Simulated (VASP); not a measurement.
Li4NO:

```
CELL_PARAMETERS angstrom
3.31287 0.00000 0.00000
0.00000 3.31287 0.00000
0.00000 0.00000 4.93652
ATOMIC_POSITIONS crystal
Li 0.00000 0.50000 0.26385
Li 0.00000 0.50000 0.73615
Li 0.50000 0.00000 0.26385
Li 0.50000 0.00000 0.73615
N 0.00000 0.00000 0.00000
O 0.50000 0.50000 0.50000
```

Base run:

| Property | Result |
| --- | --- |
| Program | VASP 6.6.1 |
| Functional | BLYP |
| Potentials or basis | VASP PAW PBE potentials, release 64 (Li_sv, N, O) |
| Cutoff | 750 eV |
| k mesh | 6 × 6 × 4 |
| Occupations | fermi-dirac, width 0.1 eV |
| Spin | no spin polarisation |

Its results: band gap on the k mesh zero (an odd number of electrons rules out a gap without spin polarisation); pressure -0.9 GPa; largest force 0.055 eV/Å.

Task: The run is repeated on the same cell with these changes: functional from BLYP to LDA; potentials or basis from VASP PAW PBE potentials, release 64 (Li_sv, N, O) to VASP PAW LDA potentials, release 64 (Li_sv, N, O). What comes out?

Result: Band gap on the k mesh zero (an odd number of electrons rules out a gap without spin polarisation); pressure -7.7 GPa; largest force 0.028 eV/Å.

Caveats: an odd number of electrons without spin polarisation forces a metal; a magnetic or distorted state may lie lower; the PAW data sets were made with another functional, which shifts forces and pressure a little (at least some runs); the cell stands under tension (at least some runs).
